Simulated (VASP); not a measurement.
# Si3N4 (P6_3/m) in VASP: further runs, part 2 of 3

VASP 6.6.1. The steps go on from the part before.

## Step 3: Relaxation of the atoms, PBE (z stretched by -3 %)

Input file INCAR:

```
SYSTEM = Si3N4
PREC = Accurate
ENCUT = 520
EDIFF = 1E-6
ISMEAR = -1
SIGMA = 0.02
LREAL = .FALSE.
LASPH = .TRUE.
NELM = 100
ALGO = Normal
ISIF = 2
LWAVE = .FALSE.
LCHARG = .FALSE.
GGA = PE
IBRION = 2
NSW = 80
EDIFFG = -0.02
```

Input file KPOINTS:

```
Automatic mesh
0
G
  4 4 9
  0 0 0
```

Input file POSCAR:

```
Si3N4
1.0
    7.6170000000      0.0000000000      0.0000000000
   -3.8085000000      6.5965155006      0.0000000000
    0.0000000000      0.0000000000      2.8259980000
Si N
6 8
Direct
    0.1740483666      0.7679428916      0.2500000000
    0.4061054750      0.1740483666      0.7500000000
    0.2320571084      0.4061054750      0.2500000000
    0.8259516334      0.2320571084      0.7500000000
    0.5938945250      0.8259516334      0.2500000000
    0.7679428916      0.5938945250      0.7500000000
    0.3333333333      0.6666666667      0.2500000000
    0.6666666667      0.3333333333      0.7500000000
    0.3297879503      0.0300001295      0.2500000000
    0.2997878208      0.3297879503      0.7500000000
    0.9699998705      0.2997878208      0.2500000000
    0.6702120497      0.9699998705      0.7500000000
    0.7002121792      0.6702120497      0.2500000000
    0.0300001295      0.7002121792      0.7500000000
```

Potentials or basis: VASP PAW PBE potentials, release 64 (Si, N).

Run with:

```sh
> cat potpaw_PBE.64/Si/POTCAR potpaw_PBE.64/N/POTCAR > POTCAR
> mpirun -np 1 vasp_std > vasp.out
```

OUTCAR:

```text
SYSTEM = Si3N4
   PREC = Accurate
   ENCUT = 520
   EDIFF = 1E-6
   ISMEAR = -1
   LREAL = .FALSE.
   LASPH = .TRUE.
   NELM = 100
   ISIF = 2
   GGA = PE
   IBRION = 2
   NSW = 80
   EDIFFG = -0.02

 ion  position               nearest neighbor table
   1  0.174  0.768  0.250-  14 1.70  14 1.70   7 1.73   9 1.74   3 3.00   5 3.00   2 3.04   2 3.04
                             6 3.04   6 3.04
   2  0.406  0.174  0.750-   9 1.70   9 1.70   8 1.73  10 1.74   6 3.00   4 3.00   1 3.04   1 3.04
                             3 3.04   3 3.04
   3  0.232  0.406  0.250-  10 1.70  10 1.70   7 1.73  11 1.74   5 3.00   1 3.00   2 3.04   2 3.04
                             4 3.04   4 3.04
   4  0.826  0.232  0.750-  11 1.70  11 1.70   8 1.73  12 1.74   6 3.00   2 3.00   5 3.04   5 3.04
                             3 3.04   3 3.04
   5  0.594  0.826  0.250-  12 1.70  12 1.70   7 1.73  13 1.74   3 3.00   1 3.00   4 3.04   4 3.04
                             6 3.04   6 3.04
   6  0.768  0.594  0.750-  13 1.70  13 1.70   8 1.73  14 1.74   2 3.00   4 3.00   5 3.04   5 3.04
                             1 3.04   1 3.04
   7  0.333  0.667  0.250-   1 1.73   5 1.73   3 1.73
   8  0.667  0.333  0.750-   4 1.73   2 1.73   6 1.73
   9  0.330  0.030  0.250-   2 1.70   2 1.70   1 1.74
  10  0.300  0.330  0.750-   3 1.70   3 1.70   2 1.74
  11  0.970  0.300  0.250-   4 1.70   4 1.70   3 1.74
  12  0.670  0.970  0.750-   5 1.70   5 1.70   4 1.74
  13  0.700  0.670  0.250-   6 1.70   6 1.70   5 1.74
  14  0.030  0.700  0.750-   1 1.70   1 1.70   6 1.74

[... 199 lines left out ...]

 Free energy of the ion-electron system (eV)
  ---------------------------------------------------
  ext. energy  EPLUGINS =         0.00000000
  ---------------------------------------------------
  free energy    TOTEN  =      -114.14315406 eV

  energy without entropy =     -114.14315406  energy(sigma->0) =     -114.14315406

------------------------ aborting loop because EDIFF is reached ----------------------------------------

  FORCE on cell =-STRESS in cart. coord.  units (eV):
  Direction    XX          YY          ZZ          XY          YZ          ZX
  --------------------------------------------------------------------------------------
  -------------------------------------------------------------------------------------
  Total        6.0866881      6.0866881     21.5552895      0.0000001      0.0000000      0.0000000
  in kB       68.6785687     68.6785687    243.2170680      0.0000007      0.0000000      0.0000000
  external PRESSURE =     126.8580685 kB  Pullay stress =       0.0000000 kB
[... 371 lines left out ...]
--------------------------------------- Ionic step        9  -------------------------------------------

 number of electron      64.0000005 magnetization

 Free energy of the ion-electron system (eV)
  ---------------------------------------------------
  ext. energy  EPLUGINS =         0.00000000
  ---------------------------------------------------
  free energy    TOTEN  =      -114.18382791 eV

  energy without entropy =     -114.18382791  energy(sigma->0) =     -114.18382791

 E-fermi :   7.4380     XC(G=0): -10.9120

 val. band max:        6.9974977381   @ k =   0.0000   0.0000   0.1111
 cond. band min:      11.5484015743   @ k =   0.0000   0.0000   0.4444
 fundamental gap:      4.5509038362
 Fermi energy:         7.4380399394

 k-point     1 :       0.0000    0.0000    0.0000
  band No.  band energies     occupation
      1     -11.4061      2.00000
      2      -9.9323      2.00000
      3      -9.9323      2.00000
      4      -9.2675      2.00000
      5      -9.1838      2.00000
      6      -9.1838      2.00000
[... 890 lines left out ...]
  FREE ENERGIE OF THE ION-ELECTRON SYSTEM (eV)
  ---------------------------------------------------
  free  energy   TOTEN  =      -114.1838279108 eV

  energy  without entropy=     -114.1838279108  energy(sigma->0) =     -114.18382791

 reached required accuracy - stopping structural energy minimisation
```

OSZICAR:

```text
N       E                     dE             d eps       ncg     rms          rms(c)
DAV:   1     0.320288135660E+03    0.32029E+03   -0.32433E+04  1600   0.149E+03
DAV:   2    -0.106212427730E+03   -0.42650E+03   -0.40844E+03  2072   0.307E+02
DAV:   3    -0.130926534757E+03   -0.24714E+02   -0.24571E+02  1920   0.822E+01
DAV:   4    -0.131397754578E+03   -0.47122E+00   -0.46983E+00  1984   0.118E+01
[... 76 lines left out ...]
DAV:   2    -0.114183942974E+03   -0.59628E-03   -0.79057E-03  1976   0.451E-01    0.845E-02
DAV:   3    -0.114183851867E+03    0.91106E-04   -0.19455E-04  1928   0.869E-02    0.504E-02
DAV:   4    -0.114183824502E+03    0.27365E-04   -0.16763E-04  1912   0.750E-02    0.117E-02
DAV:   5    -0.114183827714E+03   -0.32121E-05   -0.35456E-05  1888   0.322E-02    0.909E-03
DAV:   6    -0.114183827911E+03   -0.19653E-06   -0.16745E-06  1232   0.747E-03
   9 F= -.11418383E+03 E0= -.11418383E+03  d E =-.142138E-02
```

CONTCAR:

```text
Si3N4
   1.00000000000000
     7.6170000000000000    0.0000000000000000    0.0000000000000000
    -3.8085000000000000    6.5965155005999998    0.0000000000000000
     0.0000000000000000    0.0000000000000000    2.8259979999999998
  Si              N
     6     8
Direct
     0.1737245949543609    0.7662262212291213    0.2500000000000000
[... 17 lines left out ...]
  0.00000000E+00  0.00000000E+00  0.00000000E+00
  0.00000000E+00  0.00000000E+00  0.00000000E+00
  0.00000000E+00  0.00000000E+00  0.00000000E+00
  0.00000000E+00  0.00000000E+00  0.00000000E+00
  0.00000000E+00  0.00000000E+00  0.00000000E+00
  0.00000000E+00  0.00000000E+00  0.00000000E+00
  0.00000000E+00  0.00000000E+00  0.00000000E+00
  0.00000000E+00  0.00000000E+00  0.00000000E+00
  0.00000000E+00  0.00000000E+00  0.00000000E+00
  0.00000000E+00  0.00000000E+00  0.00000000E+00
  0.00000000E+00  0.00000000E+00  0.00000000E+00
```

It took 15 min on 1 thread of Oxide Virtual Turin-like, shared host; peak memory 0.29 GiB.

Results:

```yaml
Free_energy: -114.1838 eV
Energy_gained_by_relaxing: 2.9 meV/atom
Ionic_steps: 9
Pressure_after_relaxing: 12.1 GPa
Largest_force_after_relaxing: 0.014 eV/Å
Band_gap_on_the_k_mesh: 4.55 eV (least direct gap 4.91 eV)
```

Forces in eV/Å, atoms in the order of the input:
```
Si  -0.014  0.003  0.000
Si  -0.009 -0.011  0.000
Si   0.004 -0.013  0.000
Si   0.014 -0.003  0.000
Si   0.009  0.011  0.000
Si  -0.004  0.013  0.000
N    0.000  0.000  0.000
N    0.000  0.000  0.000
N   -0.003  0.005  0.000
N   -0.006 -0.001  0.000
N   -0.002 -0.005  0.000
N    0.003 -0.005  0.000
N    0.006  0.001  0.000
N    0.002  0.005  0.000
```

The path:
```
step  energy change (eV)  largest force (eV/Å)  pressure (GPa)
   1              0.0000                0.6045           12.69
   2              0.1084                1.3108           12.34
   3             -0.0347                0.0994           12.42
   4             -0.0370                0.0527           12.37
   5             -0.0385                0.0748           12.30
   6             -0.0391                0.0706           12.26
   7             -0.0393                0.0449           12.27
   8             -0.0402                0.0303           12.21
   9             -0.0407                0.0141           12.12
```

Final structure:
```
Si N
1.0
     7.61700    0.00000    0.00000
    -3.80850    6.59652    0.00000
     0.00000    0.00000    2.82600
Si N
6 8
Direct
  0.17372 0.76623 0.25000
  0.40750 0.17372 0.75000
  0.23377 0.40750 0.25000
  0.82628 0.23377 0.75000
  0.59250 0.82628 0.25000
  0.76623 0.59250 0.75000
  0.33333 0.66667 0.25000
  0.66667 0.33333 0.75000
  0.32950 0.02659 0.25000
  0.30291 0.32950 0.75000
  0.97341 0.30291 0.25000
  0.67050 0.97341 0.75000
  0.69709 0.67050 0.25000
  0.02659 0.69709 0.75000
```

Caveat: the cell differs from its parent crystal (z stretched by -3 %); an odd mesh through Γ misses points on the zone boundary, where band edges can lie.

## Step 4: Relaxation of the atoms, PBE (z stretched by +1 %)

Input file INCAR:

```
ALGO = Normal
EDIFF = 1E-6
EDIFFG = -0.02
ENCUT = 520
GGA = PE
IBRION = 2
ISIF = 2
ISMEAR = -1
LASPH = True
LCHARG = False
LREAL = False
LWAVE = False
NELM = 80
NSW = 80
PREC = Accurate
SIGMA = 0.02
```

Input file KPOINTS:

```
k-points
0
Gamma
  4 4 9
```

POSCAR: that of step 3 with these lines changed.

```diff
@@ -4,3 +4,3 @@
    -3.8085000000      6.5965155006      0.0000000000
-    0.0000000000      0.0000000000      2.8259980000
+    0.0000000000      0.0000000000      2.9425340000
 Si N
```

Potentials or basis: VASP PAW PBE potentials, release 64 (Si, N).

Run with:

```sh
> cat potpaw_PBE.64/Si/POTCAR potpaw_PBE.64/N/POTCAR > POTCAR
> mpirun -np 1 vasp_std > vasp.out
```

OUTCAR:

```text
EDIFF = 1E-6
   EDIFFG = -0.02
   ENCUT = 520
   GGA = PE
   IBRION = 2
   ISIF = 2
   ISMEAR = -1
   LASPH = True
   LREAL = False
   NELM = 80
   NSW = 80
   PREC = Accurate

 ion  position               nearest neighbor table
   1  0.174  0.768  0.250-   7 1.73   9 1.74  14 1.75  14 1.75   3 3.00   5 3.00   2 3.06   2 3.06
                             6 3.06   6 3.06
   2  0.406  0.174  0.750-   8 1.73  10 1.74   9 1.75   9 1.75   6 3.00   4 3.00   1 3.06   1 3.06
                             3 3.06   3 3.06
   3  0.232  0.406  0.250-   7 1.73  11 1.74  10 1.75  10 1.75   5 3.00   1 3.00   2 3.06   2 3.06
                             4 3.06   4 3.06
   4  0.826  0.232  0.750-   8 1.73  12 1.74  11 1.75  11 1.75   6 3.00   2 3.00   5 3.06   5 3.06
                             3 3.06   3 3.06
   5  0.594  0.826  0.250-   7 1.73  13 1.74  12 1.75  12 1.75   3 3.00   1 3.00   4 3.06   4 3.06
                             6 3.06   6 3.06
   6  0.768  0.594  0.750-   8 1.73  14 1.74  13 1.75  13 1.75   2 3.00   4 3.00   5 3.06   5 3.06
                             1 3.06   1 3.06
   7  0.333  0.667  0.250-   1 1.73   5 1.73   3 1.73
   8  0.667  0.333  0.750-   4 1.73   2 1.73   6 1.73
   9  0.330  0.030  0.250-   1 1.74   2 1.75   2 1.75
  10  0.300  0.330  0.750-   2 1.74   3 1.75   3 1.75
  11  0.970  0.300  0.250-   3 1.74   4 1.75   4 1.75
  12  0.670  0.970  0.750-   4 1.74   5 1.75   5 1.75
  13  0.700  0.670  0.250-   5 1.74   6 1.75   6 1.75
  14  0.030  0.700  0.750-   6 1.74   1 1.75   1 1.75

  LATTYP: Found a hexagonal cell.
 ALAT       =     7.6170000000
 C/A-ratio  =     0.3863114087

[... 197 lines left out ...]
  ---------------------------------------------------
  ext. energy  EPLUGINS =         0.00000000
  ---------------------------------------------------
  free energy    TOTEN  =      -114.52065487 eV

  energy without entropy =     -114.52065487  energy(sigma->0) =     -114.52065487

------------------------ aborting loop because EDIFF is reached ----------------------------------------

  FORCE on cell =-STRESS in cart. coord.  units (eV):
  Direction    XX          YY          ZZ          XY          YZ          ZX
  --------------------------------------------------------------------------------------
  -------------------------------------------------------------------------------------
  Total        2.7666472      2.7666472     -2.4096462      0.0000000      0.0000000      0.0000000
  in kB       29.9808773     29.9808773    -26.1122217      0.0000004      0.0000000      0.0000000
  external PRESSURE =      11.2831776 kB  Pullay stress =       0.0000000 kB
[... 131 lines left out ...]
--------------------------------------- Ionic step        4  -------------------------------------------

 number of electron      63.9999997 magnetization

 Free energy of the ion-electron system (eV)
  ---------------------------------------------------
  ext. energy  EPLUGINS =         0.00000000
  ---------------------------------------------------
  free energy    TOTEN  =      -114.52369529 eV

  energy without entropy =     -114.52369529  energy(sigma->0) =     -114.52369529

 E-fermi :   7.0369     XC(G=0): -10.7422

 val. band max:        6.6007290202   @ k =   0.0000   0.0000   0.2222
 cond. band min:      10.7065064933   @ k =   0.0000   0.0000   0.0000
 fundamental gap:      4.1057774730
 Fermi energy:         7.0369446629

 k-point     1 :       0.0000    0.0000    0.0000
  band No.  band energies     occupation
      1     -11.4926      2.00000
      2     -10.0394      2.00000
      3     -10.0394      2.00000
      4      -9.4191      2.00000
      5      -9.2688      2.00000
      6      -9.2688      2.00000
[... 890 lines left out ...]
  FREE ENERGIE OF THE ION-ELECTRON SYSTEM (eV)
  ---------------------------------------------------
  free  energy   TOTEN  =      -114.5236952855 eV

  energy  without entropy=     -114.5236952855  energy(sigma->0) =     -114.52369529

 reached required accuracy - stopping structural energy minimisation
```

It took 9.8 min on 1 thread of AMD EPYC 9755, shared host; peak memory 0.28 GiB.

What came out:

| Quantity | Value |
| --- | --- |
| Free energy | -114.5237 eV |
| Energy gained by relaxing | 0.2 meV/atom |
| Ionic steps | 4 |
| Pressure after relaxing | 1.1 GPa |
| Largest force after relaxing | 0.019 eV/Å |
| Band gap on the k mesh | 4.11 eV (least direct gap 4.35 eV) |

Forces in eV/Å, atoms in the order of the input:
```
Si   0.003  0.019  0.000
Si  -0.014  0.012  0.000
Si  -0.018 -0.006  0.000
Si  -0.003 -0.019  0.000
Si   0.014 -0.012  0.000
Si   0.018  0.006  0.000
N    0.000  0.000  0.000
N    0.000  0.000  0.000
N   -0.016  0.007  0.000
N   -0.014 -0.010  0.000
N    0.002 -0.018  0.000
N    0.016 -0.007  0.000
N    0.014  0.010  0.000
N   -0.002  0.018  0.000
```

The path:
```
step  energy change (eV)  largest force (eV/Å)  pressure (GPa)
   1              0.0000                0.1590            1.13
   2              0.0047                0.2919            1.10
   3             -0.0028                0.0337            1.11
   4             -0.0030                0.0188            1.12
```

Final structure:
```
Si N
1.0
     7.61700    0.00000    0.00000
    -3.80850    6.59652    0.00000
     0.00000    0.00000    2.94253
Si N
6 8
Direct
  0.17369 0.76792 0.25000
  0.40577 0.17369 0.75000
  0.23208 0.40577 0.25000
  0.82631 0.23208 0.75000
  0.59423 0.82631 0.25000
  0.76792 0.59423 0.75000
  0.33333 0.66667 0.25000
  0.66667 0.33333 0.75000
  0.32987 0.03053 0.25000
  0.29934 0.32987 0.75000
  0.96947 0.29934 0.25000
  0.67013 0.96947 0.75000
  0.70066 0.67013 0.25000
  0.03053 0.70066 0.75000
```

Levels at points of the mesh, in eV from the valence-band top:
| k point | band 30 | band 31 | band 32 | band 33 | band 34 | band 35 |
| --- | --- | --- | --- | --- | --- | --- |
| (0.00, 0.00, 0.00) | -0.51 | -0.36 | -0.24 | 4.11 | 4.59 | 4.70 |
| (0.50, 0.00, 0.00) | -0.73 | -0.38 | -0.30 | 4.46 | 4.51 | 4.65 |

Caveat: the cell differs from its parent crystal (z stretched by +1 %); an odd mesh through Γ misses points on the zone boundary, where band edges can lie.

(Part 2 of 3 ends here.)
